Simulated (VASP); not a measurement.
Crystal: Sn4Bi2O.

```
Sn Bi O
1.0
     5.16935    0.00000    0.00000
    -2.58468    4.47679    0.00000
     0.00000    0.00000    9.30433
Sn Bi O
4 2 1
Direct
  0.33333 0.66667 0.83735
  0.33333 0.66667 0.16265
  0.66667 0.33333 0.16265
  0.66667 0.33333 0.83735
  0.33333 0.66667 0.50000
  0.66667 0.33333 0.50000
  0.00000 0.00000 0.50000
```

The cell was built from a structure type or drawn by symmetry, and may not be a known phase.

* Program: VASP 6.6.1
* Task: relaxation of cell and atoms
* Functional: PBE
* Potentials or basis: VASP PAW PBE potentials, release 64 (Sn_d, Bi_d, O)
* Cutoff: 600 eV
* k mesh: 6 × 6 × 2
* Occupations: gaussian, width 0.1 eV
* Spin: no spin polarisation

At the start: pressure 0.0 GPa; volume 30.76 Å³/atom.

Question: Where does the relaxation end?

Answer: Over 6 steps the energy falls by 8.7 meV/atom and the volume is 30.87 Å³/atom (+0.3 %); space group P6/mmm (No. 191, to 0.1 Å) before and after.

Step by step:
| step | energy change (eV) | largest force (eV/Å) | pressure (GPa) | volume (Å³) |
| --- | --- | --- | --- | --- |
| 1 | 0.0000 | 0.0808 | 0.00 | 215.32 |
| 2 | -0.0583 | 0.0674 | 0.05 | 215.26 |
| 3 | -0.0585 | 0.0695 | 0.04 | 215.27 |
| 4 | -0.0586 | 0.0698 | 0.03 | 215.27 |
| 5 | -0.0594 | 0.0552 | 0.00 | 215.47 |
| 6 | -0.0606 | 0.0173 | -0.12 | 216.07 |

Final structure:
```
Sn Bi O
1.0
     5.11861    0.00000    0.00000
    -2.55930    4.43285    0.00000
     0.00000    0.00000    9.52249
Sn Bi O
4 2 1
Direct
  0.33333 0.66667 0.83558
  0.33333 0.66667 0.16442
  0.66667 0.33333 0.16442
  0.66667 0.33333 0.83558
  0.33333 0.66667 0.50000
  0.66667 0.33333 0.50000
  0.00000 0.00000 0.50000
```
